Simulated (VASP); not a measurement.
# MoS2 (P6_3/mmc) in VASP: a series of runs

The runs below take MoS2 through relaxation of cell and atoms, single point, with PBEsol.

Program: VASP 6.6.1. These are calculated values, not measurements. Logs are shortened: lines on timing, memory, paths and dates and some standing lists are left out, and cuts for length are marked.

## Step 1: The cell of the first run

The structure is hexagonal, space group P6_3/mmc (No. 194). The conventional cell has a = 3.098 Å, b = 3.098 Å, c = 11.572 Å, α = 90.00°, β = 90.00°, γ = 120.00°. Mo (site symmetry -6m2) has 6 S at 2.38 Å and 6 Mo at 3.10 Å within 3.1 Å. Within 3.3 Å of S (site symmetry 3m) lie 3 Mo at 2.38 Å and 10 S at 3.10 to 3.20 Å.

## Step 2: Relaxation of cell and atoms, PBEsol, target pressure 5.6 GPa, at which the enthalpy is minimised

INCAR reads:

```
ALGO = Normal
EDIFF = 1E-6
EDIFFG = -0.05
ENCUT = 600
GGA = PS
IBRION = 2
ISIF = 3
ISMEAR = 0
LASPH = True
LCHARG = False
LREAL = False
LWAVE = False
NELM = 100
NSW = 80
PREC = Accurate
PSTRESS = 56.0
SIGMA = 0.1
```

KPOINTS reads:

```
k-points
0
Gamma
  9 9 2
```

POSCAR reads:

```
MoS2
1.0
    3.0981962768      0.0000000000      0.0000000000
   -1.5490981384      2.6831166816      0.0000000000
    0.0000000000      0.0000000000     11.5721365640
Mo S
2 4
Direct
    0.3333333333      0.6666666667      0.2500000000
    0.6666666667      0.3333333333      0.7500000000
    0.3333333333      0.6666666667      0.6147498048
    0.6666666667      0.3333333333      0.1147498048
    0.3333333333      0.6666666667      0.8852501952
    0.6666666667      0.3333333333      0.3852501952
```

Potentials or basis: VASP PAW PBE potentials, release 64 (Mo_sv, S).

The run is started by

```
$ cat potpaw_PBE.64/Mo_sv/POTCAR potpaw_PBE.64/S/POTCAR > POTCAR
$ mpirun -np 1 vasp_std > vasp.out
```

OUTCAR:

```text
EDIFF = 1E-6
   EDIFFG = -0.05
   ENCUT = 600
   GGA = PS
   IBRION = 2
   ISIF = 3
   ISMEAR = 0
   LASPH = True
   LREAL = False
   NELM = 100
   NSW = 80
   PREC = Accurate
   PSTRESS = 56.0

 ion  position               nearest neighbor table
   1  0.333  0.667  0.250-   4 2.38   6 2.38   4 2.38   6 2.38   4 2.38   6 2.38
   2  0.667  0.333  0.750-   3 2.38   5 2.38   3 2.38   5 2.38   3 2.38   5 2.38
   3  0.333  0.667  0.615-   2 2.38   2 2.38   2 2.38
   4  0.667  0.333  0.115-   1 2.38   1 2.38   1 2.38
   5  0.333  0.667  0.885-   2 2.38   2 2.38   2 2.38
   6  0.667  0.333  0.385-   1 2.38   1 2.38   1 2.38

  LATTYP: Found a hexagonal cell.
 ALAT       =     3.0981962768
 C/A-ratio  =     3.7351205444

  Lattice vectors:

 A1 = (   3.0981962768,   0.0000000000,   0.0000000000)
 A2 = (  -1.5490981384,   2.6831166816,   0.0000000000)
 A3 = (   0.0000000000,   0.0000000000,  11.5721365640)

Analysis of symmetry for initial positions (statically):
=====================================================================
 Subroutine PRICEL returns:
 Original cell was already a primitive cell.

 Routine SETGRP: Setting up the symmetry group for a
 hexagonal supercell.

 Subroutine GETGRP returns: Found 24 space group operations
 (whereof 12 operations were pure point group operations)
 out of a pool of 24 trial point group operations.

The static configuration has the point symmetry D_3d.
 The point group associated with its full space group is D_6h.

Analysis of symmetry for dynamics (positions and initial velocities):
=====================================================================
 Subroutine PRICEL returns:
 Original cell was already a primitive cell.

 Routine SETGRP: Setting up the symmetry group for a
 hexagonal supercell.

 Subroutine GETGRP returns: Found 24 space group operations
 (whereof 12 operations were pure point group operations)
 out of a pool of 24 trial point group operations.

The dynamic configuration has the point symmetry D_3d.
 The point group associated with its full space group is D_6h.

 Subroutine INISYM returns: Found 24 space group operations
 (whereof 12 operations are pure point group operations),
 and found     1 'primitive' translations

----------------------------------------------------------------------------------------

                                     Primitive cell

  volume of cell :      96.1971

  direct lattice vectors                    reciprocal lattice vectors
     3.098196277  0.000000000  0.000000000     0.322768447  0.186350450  0.000000000
    -1.549098138  2.683116682  0.000000000     0.000000000  0.372700899  0.000000000
     0.000000000  0.000000000 11.572136564     0.000000000  0.000000000  0.086414466

  length of vectors
     3.098196277  3.098196277 11.572136564     0.372700899  0.372700899  0.086414466

  position of ions in fractional coordinates (direct lattice)
     0.333333333  0.666666667  0.250000000
     0.666666667  0.333333333  0.750000000
     0.333333333  0.666666667  0.614749805
     0.666666667  0.333333333  0.114749805
     0.333333333  0.666666667  0.885250195
     0.666666667  0.333333333  0.385250195

  ion indices of the primitive-cell ions
   primitive index   ion index
                 1           1
                 2           2
                 3           3
                 4           4
                 5           5
                 6           6

----------------------------------------------------------------------------------------

 KPOINTS: k-points

Automatic generation of k-mesh.
 Grid dimensions read from file:
 generate k-points for:    9    9    2

 Generating k-lattice:

  Cartesian coordinates                     Fractional coordinates (reciprocal lattice)
     0.035863161  0.020705606  0.000000000     0.111111111 -0.000000000  0.000000000
     0.000000000  0.041411211  0.000000000     0.000000000  0.111111111  0.000000000
     0.000000000  0.000000000  0.043207233     0.000000000  0.000000000  0.500000000

  Length of vectors
     0.041411211  0.041411211  0.043207233

  Shift w.r.t. Gamma in fractional coordinates (k-lattice)
     0.000000000  0.000000000  0.000000000

 Subroutine IBZKPT returns following result:
 ===========================================

 Found     24 irreducible k-points:

 Following reciprocal coordinates:
            Coordinates               Weight
  0.000000  0.000000  0.000000      1.000000
  0.111111  0.000000  0.000000      6.000000
  0.222222  0.000000  0.000000      6.000000
  0.333333  0.000000  0.000000      6.000000
  0.444444  0.000000  0.000000      6.000000
  0.111111  0.111111  0.000000      6.000000
[... 16 lines left out ...]
  0.333333  0.222222  0.500000     12.000000
  0.333333  0.333333  0.500000      2.000000
   k-points           NKPTS =     24   k-points in BZ     NKDIM =     24   number of bands    NBANDS=     31
   number of dos      NEDOS =    301   number of ions     NIONS =      6
   total plane-waves  NPLWV =  75264
   dimension x,y,z NGX =    28 NGY =   28 NGZ =   96
   dimension x,y,z NGXF=    56 NGYF=   56 NGZF=  192
   ions per type =               2   4
   NGX,Y,Z   is equivalent  to a cutoff of  15.02, 15.02, 13.79 a.u.
   NGXF,Y,Z  is equivalent  to a cutoff of  30.05, 30.05, 27.58 a.u.
 SYSTEM =  unknown system
   PREC   = accura    normal or accurate (medium, high low for compatibility)
   ISTART =      0    job   : 0-new  1-cont  2-samecut
   ICHARG =      2    charge: 1-file 2-atom 10-const
   ISPIN  =      1    spin polarized calculation?
   LNONCOLLINEAR =      F non collinear calculations
   LSORBIT =      F    spin-orbit coupling
   LASPH  =      T    aspherical Exc in radial PAW
   ENCUT  =  600.0 eV  44.10 Ry    6.64 a.u.   6.19  6.19 23.11*2*pi/ulx,y,z
   NELM   =    100;   NELMIN=  2; NELMDL= -5     # of ELM steps
   EDIFF  = 0.1E-05   stopping-criterion for ELM
   LREAL  =      F    real-space projection
   EDIFFG = -.5E-01   stopping-criterion for IOM
   NSW    =     80    number of steps for IOM
   IBRION =      2    ionic relax: 0-MD 1-quasi-New 2-CG
   NFREE  =      1    steps in history (QN), initial steepest desc. (CG)
   ISIF   =      3    stress and relaxation
   ISYM   =      2    0-nonsym 1-usesym 2-fastsym
   POTIM  = 0.5000    time-step for ionic-motion
   TEBEG  =    0.0;   TEEND  =   0.0 temperature during run
   PSTRESS=   56.0 pullay stress
   NELECT =      52.0000    total number of electrons
   NUPDOWN=      -1.0000    fix difference up-down
   EMIN   =  10.00;   EMAX   =-10.00  energy-range for DOS
   EFERMI =   0.00;   METHOD = LEGACY
   ISMEAR =     0;   SIGMA  =   0.10  broadening in eV -4-tet -1-fermi 0-gaus
   EFERMI_NEDOS =   21; number of points for ismear=-14 and -15
   IALGO  =     38    algorithm
   IMIX   =      4    mixing-type and parameters
     AMIX     =   0.40;   BMIX     =  1.00
     AMIX_MAG =   1.60;   BMIX_MAG =  1.00
  volume/ion in A,a.u.               =      16.03       108.20
  Fermi-wavevector in a.u.,A,eV,Ry     =   1.333589  2.520117 24.197404  1.778459
  Thomas-Fermi vector in A             =   2.462435
   LORBIT       =      0    0 simple, 1 ext, 2 COOP (PROOUT), +10 PAW based schemes
   GGA     = PS    functional components
   LHFCALC =     F    Hartree Fock is set to
   AEXX    =    0.0000 exact exchange contribution
   IVDW    =     0    specifies the selected vdW correction
   LEPSILON=     F    determine dielectric tensor
   LRPA    =     F    only Hartree local field effects (RPA)
 conjugate gradient relaxation of ions
 non-spin polarized calculation
 Gauss-broadening in eV      SIGMA  =   0.10
  energy-cutoff  :      600.00
  volume of cell :       96.20
 maximum number of plane-waves:      3227
 NGX is ok and might be reduce to    28
   NGX = 13   NGY = 13   NGZ = 47

 number of electron      52.0000000 magnetization

 Free energy of the ion-electron system (eV)
  ---------------------------------------------------
  ext. energy  EPLUGINS =         0.00000000
  ---------------------------------------------------
  free energy    TOTEN  =       -46.74772827 eV

  energy without entropy =      -46.74772776  energy(sigma->0) =      -46.74772801

 E-fermi :   9.3550     XC(G=0): -11.6507

 val. band max:        9.0850813967   @ k =   0.0000   0.0000   0.0000
 cond. band min:       9.6656350225   @ k =   0.2222   0.1111   0.0000
 fundamental gap:      0.5805536258
 Fermi energy:         9.3550431931

 k-point     1 :       0.0000    0.0000    0.0000
  band No.  band energies     occupation
      1     -52.4786      2.00000
      2     -52.4786      2.00000
      3     -26.7232      2.00000
      4     -26.7228      2.00000
      5     -26.4079      2.00000
      6     -26.4079      2.00000
[... 23 lines left out ...]
     30      11.1691      0.00000
     31      11.1755      0.00000

 k-point     2 :       0.1111    0.0000    0.0000
  band No.  band energies     occupation
      1     -52.4722      2.00000
      2     -52.4722      2.00000
      3     -26.7112      2.00000
      4     -26.7108      2.00000
      5     -26.4678      2.00000
      6     -26.4678      2.00000
[... 23 lines left out ...]
     30      11.0734      0.00000
     31      11.1585      0.00000

 k-point     3 :       0.2222    0.0000    0.0000
  band No.  band energies     occupation
      1     -52.4561      2.00000
      2     -52.4561      2.00000
      3     -26.6807      2.00000
      4     -26.6804      2.00000
      5     -26.6173      2.00000
      6     -26.6173      2.00000
[... 703 lines left out ...]
     30      11.1481      0.00000
     31      11.7169      0.00000

 k-point    24 :       0.3333    0.3333    0.5000
  band No.  band energies     occupation
      1     -52.4172      2.00000
      2     -52.4172      2.00000
      3     -26.7812      2.00000
      4     -26.7812      2.00000
      5     -26.7257      2.00000
      6     -26.7257      2.00000
[... 23 lines left out ...]
     30      11.0133      0.00000
     31      11.9416      0.00000

------------------------ aborting loop because EDIFF is reached ----------------------------------------

  FORCE on cell =-STRESS in cart. coord.  units (eV):
  Direction    XX          YY          ZZ          XY          YZ          ZX
  --------------------------------------------------------------------------------------
  -------------------------------------------------------------------------------------
  Total        3.2898405      3.2898405      3.3642279      0.0000000     -0.0000000      0.0000000
  in kB       54.7927872     54.7927872     56.0317206      0.0000000     -0.0000000      0.0000000
  external PRESSURE =      -0.7942350 kB  Pullay stress =      56.0000000 kB

 VOLUME and BASIS-vectors are now :
 -----------------------------------------------------------------------------
  energy-cutoff  :      600.00
  volume of cell :       96.20
      direct lattice vectors                 reciprocal lattice vectors
     3.098196277  0.000000000  0.000000000     0.322768447  0.186350450  0.000000000
    -1.549098138  2.683116682  0.000000000     0.000000000  0.372700899  0.000000000
     0.000000000  0.000000000 11.572136564     0.000000000  0.000000000  0.086414466

 POSITION                                       TOTAL-FORCE (eV/Angst)
 -----------------------------------------------------------------------------------
     -0.00000      1.78874      2.89303         0.000000     -0.000000      0.000000
      1.54910      0.89437      8.67910        -0.000000      0.000000      0.000000
     -0.00000      1.78874      7.11397        -0.000000     -0.000000      0.039880
      1.54910      0.89437      1.32790         0.000000      0.000000      0.039880
     -0.00000      1.78874     10.24424         0.000000     -0.000000     -0.039880
      1.54910      0.89437      4.45817        -0.000000      0.000000     -0.039880
 -----------------------------------------------------------------------------------
    total drift:                               -0.000000      0.000000     -0.000000

  FREE ENERGIE OF THE ION-ELECTRON SYSTEM (eV)
  ---------------------------------------------------
  free  energy   TOTEN  =       -46.7477282679 eV

  energy  without entropy=      -46.7477277593  energy(sigma->0) =      -46.74772801

  enthalpy is  TOTEN    =       -43.3854048772 eV   P V=        3.3623233907

 reached required accuracy - stopping structural energy minimisation
```

It took 72 s on 1 thread of AMD EPYC 9R45 (Zen 5), shared host; peak memory 0.26 GiB.

What came out:

* Free energy: -46.7477 eV
* Pressure after relaxing: 5.5 GPa
* Largest force after relaxing: 0.040 eV/Å
* Band gap on the k mesh: 0.58 eV (least direct gap 1.82 eV)

Forces on the atoms (eV/Å):
```
Mo   0.000  0.000  0.000
Mo   0.000  0.000  0.000
S    0.000  0.000  0.040
S    0.000  0.000  0.040
S    0.000  0.000 -0.040
S    0.000  0.000 -0.040
```

Stress tensor (GPa, compression positive):
```
5.48 0.00 0.00
0.00 5.48 0.00
0.00 0.00 5.60
```

Final structure:
```cif
data_structure
_symmetry_space_group_name_H-M 'P 1'
_symmetry_Int_Tables_number 1
_cell_length_a 3.0982
_cell_length_b 3.0982
_cell_length_c 11.5721
_cell_angle_alpha 90.000
_cell_angle_beta 90.000
_cell_angle_gamma 120.000
_cell_volume 96.20
loop_
_atom_site_label
_atom_site_type_symbol
_atom_site_fract_x
_atom_site_fract_y
_atom_site_fract_z
_atom_site_occupancy
Mo1 Mo 0.33333 0.66667 0.25000 1
Mo2 Mo 0.66667 0.33333 0.75000 1
S1 S 0.33333 0.66667 0.61475 1
S2 S 0.66667 0.33333 0.11475 1
S3 S 0.33333 0.66667 0.88525 1
S4 S 0.66667 0.33333 0.38525 1
```

Levels at points of the mesh, in eV from the valence-band top:
| k point | band 24 | band 25 | band 26 | band 27 | band 28 | band 29 |
| --- | --- | --- | --- | --- | --- | --- |
| (0.00, 0.00, 0.00) | -1.68 | -0.89 | 0.00 | 2.02 | 2.02 | 2.07 |
| (0.00, 0.00, 0.50) | -2.33 | -0.25 | -0.25 | 2.01 | 2.01 | 2.01 |

Caveat: the relaxation stopped at its first step, so nothing moved; the cell is relaxed towards a set pressure, so the run minimises the enthalpy, not the energy; semilocal functionals underestimate gaps, and a narrow one can read as zero; the PAW data sets were made with another functional, which shifts forces and pressure a little; the relaxation stopped at a loose force limit of 0.05 eV/Å, so its end isn't a converged minimum.

[end of part 1 of 2]
